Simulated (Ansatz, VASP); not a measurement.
## One calculation of Al, two programs

```xyz
1
Lattice="-1.6151 1.6151 1.6151 1.6151 -1.6151 1.6151 1.6151 1.6151 -1.6151" Properties=species:S:1:pos:R:3 pbc="T T T"
Al    0.0000    0.0000    0.0000
```

Change from the starting cell: strain +0.015 along x and y, +0.015 along z, atoms carried along.

Alike in both runs: task single point; functional PBEsol; k mesh 20 × 20 × 20; occupations gaussian, width 0.15 eV; no spin polarisation.

```csv
,VASP,Ansatz
version,VASP 6.6.1,Ansatz 0.2.0
potentials or method,"VASP PAW PBE potentials, release 64 (Al), cutoff 520 eV","scalar-relativistic, plane waves, PAW"
valence electrons in the cell,3,3
```

|  | VASP | Ansatz | Ansatz less VASP |
| --- | --- | --- | --- |
| gap on the k mesh at the Fermi level (eV) | none | none | - |
| pressure (GPa) | -1.1 | -1.1 | -0.05 |

VASP's potentials were made for PBE, not for PBEsol. A gap of «none» marks a metal or a gap that the smearing closes. With one functional, cell and mesh, what is left measures potentials, basis and numerics.
